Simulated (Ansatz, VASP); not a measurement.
# One calculation of TiRuC4N4, two programs

```
CELL_PARAMETERS angstrom
5.83681 0.00000 0.00000
0.00000 5.83681 0.00000
0.00000 0.00000 5.83681
ATOMIC_POSITIONS crystal
Ti 0.50000 0.50000 0.50000
Ru 0.00000 0.00000 0.00000
C 0.19045 0.19045 0.19045
C 0.19045 0.80955 0.80955
C 0.80955 0.19045 0.80955
C 0.80955 0.80955 0.19045
N 0.30928 0.30928 0.30928
N 0.30928 0.69072 0.69072
N 0.69072 0.30928 0.69072
N 0.69072 0.69072 0.30928
```

Alike in both runs: functional PBE; k mesh 4 × 4 × 4; occupations gaussian, width 0.1 eV; collinear spin.

Ansatz relaxed the structure, and its values are those at the end. VASP's run is a single point on that final structure, the one shown.

|  | VASP | Ansatz |
| --- | --- | --- |
| version | VASP 6.6.1 | Ansatz 0.2.0 |
| potentials or method | VASP PAW PBE potentials, release 64 (Ti_sv, Ru_pv, C, N), cutoff 520 eV | scalar-relativistic, plane waves, PAW |
| valence electrons in the cell | 62 | 64 |

|  | VASP | Ansatz | Ansatz less VASP |
| --- | --- | --- | --- |
| gap on the k mesh at the Fermi level (eV) | none | none | - |
| pressure (GPa) | 0.1 | -0.1 | -0.20 |
| rms of the force components (eV/Å) | 0.127 | 0.008 | -0.1188 |
| net moment per atom (μB) | 0.20 | 0.20 | 0.000 |
| size of the moment on the site where the two differ most (μB) | 0.77 | 0.50 | -0.272 |

Site moments also hang on the region over which each program counts them. A gap of «none» marks a metal or a gap that the smearing closes. One of these differences is far larger than is usual between the two programs; its cause wasn't traced. VASP's potentials hold 62 valence electrons a cell and Ansatz's 64, so a difference there can come from the potentials and not from the codes.

Noted on VASP's run: the standard files for N, O and F lose accuracy on very short bonds.
